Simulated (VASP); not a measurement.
The system is Be3H2.

```
Be H
1.0
     3.28885    0.00000    0.00000
    -1.64442    2.84823    0.00000
     0.00000    0.00000    4.02800
Be H
3 2
Direct
  0.00000 0.00000 0.00000
  0.66667 0.33333 0.33333
  0.33333 0.66667 0.66667
  0.66667 0.33333 0.83333
  0.33333 0.66667 0.16667
```

This cell differs from its parent crystal: atoms taken out.

* Program: VASP 6.6.1
* Task: relaxation of cell and atoms
* Functional: PBE
* Potentials or basis: VASP PAW PBE potentials, release 64 (Be, H_h)
* Cutoff: 1230 eV
* k mesh: 6 × 6 × 4
* Occupations: gaussian, width 0.1 eV
* Spin: no spin polarisation

At the start: pressure -7.0 GPa; volume 7.55 Å³/atom.

How do energy, volume and symmetry change on relaxing?

Over 41 steps the energy falls by 634.8 meV/atom and the volume is 6.57 Å³/atom (-13.0 %); space group P-3m1 (No. 164, to 0.1 Å) before and after.

Step by step:
```
step  energy change (eV)  largest force (eV/Å)  pressure (GPa)  volume (Å³)
   1              0.0000                0.2014           -6.96        37.73
   3             -0.0972                0.2195            0.31        34.43
   5             -0.1078                0.2274            0.81        34.25
   7             -0.3156                0.4139           -1.44        34.73
   9             -1.4008                0.6685           -3.46        35.41
  11             -1.6190                0.6992           -0.85        35.27
  13             -1.6395                0.6595           -0.81        35.30
  15             -1.6615                0.5839           -1.43        35.44
  17             -1.7054                0.7847           -1.77        35.55
  19             -1.7847                1.2763           -4.13        35.55
  21             -1.9695                1.5017           -9.53        35.02
  23             -2.0794                1.4265           -9.09        34.57
  25             -2.1394                1.2780           -5.09        32.35
  27             -2.2907                1.4529           -6.43        32.56
  29             -2.7501                0.5104           15.62        27.63
  31             -2.9287                0.4999            8.43        29.00
  33             -3.0783                0.3959            7.79        30.21
  35             -3.1570                0.1555           -0.44        32.28
  37             -3.1607                0.1313           -0.07        32.24
  39             -3.1694                0.0728            0.56        32.37
  41             -3.1740                0.0172            0.07        32.84
```

Final structure:
```
Be H
1.0
     2.29126    0.00000    0.00000
    -1.14563    1.98429    0.00000
     0.00000    0.00000    7.22363
Be H
3 2
Direct
  0.00000 0.00000 0.00000
  0.66667 0.33333 0.25526
  0.33333 0.66667 0.74474
  0.66667 0.33333 0.61988
  0.33333 0.66667 0.38012
```

Caveat: the k points lie up to 0.53 Å⁻¹ apart in the final cell; the cell differs from its parent crystal (atoms taken out); a cell axis changed by over 15 % at a fixed basis, so the end point is rough.
